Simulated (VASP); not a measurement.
Input of a VASP 6.6.1 run:

The input INCAR:

```
SYSTEM = Pt
ALGO = Normal
EDIFF = 1E-6
ENCUT = 520
GGA = PE
ISIF = 2
ISMEAR = 0
LASPH = .True.
LCHARG = .False.
LREAL = .False.
LWAVE = .False.
NBANDS = 39
NELM = 100
PREC = Accurate
SIGMA = 0.1
```

Contents of KPOINTS:

```
k-points
0
Gamma
  4 4 4
  0 0 0
```

The input POSCAR:

```
Pt
1.0
    0.0000000000      3.6919521826      3.6919521826
    3.6919521826      0.0000000000      3.6919521826
    3.6919521826      3.6919521826      0.0000000000
Pt
6
Direct
    0.1250000000      0.6250000000      0.1250000000
    0.1250000000      0.1250000000      0.6250000000
    0.1250000000      0.1250000000      0.1250000000
    0.6250000000      0.1250000000      0.1250000000
    0.5000000000      0.5000000000      0.5000000000
    0.7500000000      0.7500000000      0.7500000000
```

Potentials or basis: VASP PAW PBE potentials, release 64 (Pt).

Launch:

```bash
$ cat potpaw_PBE.64/Pt/POTCAR > POTCAR
$ mpirun -np 1 vasp_std > vasp.out
```

Q: Predict the pressure.

A: -0.3 GPa.

Q: Estimate the band gap on the k mesh.

A: Zero (band 30 reaches 10.65 eV, above the bottom of band 31 at 9.09 eV).

Caveat: the k points lie up to 0.37 Å⁻¹ apart; spin-orbit coupling is left out, which moves the levels of the heavy elements.
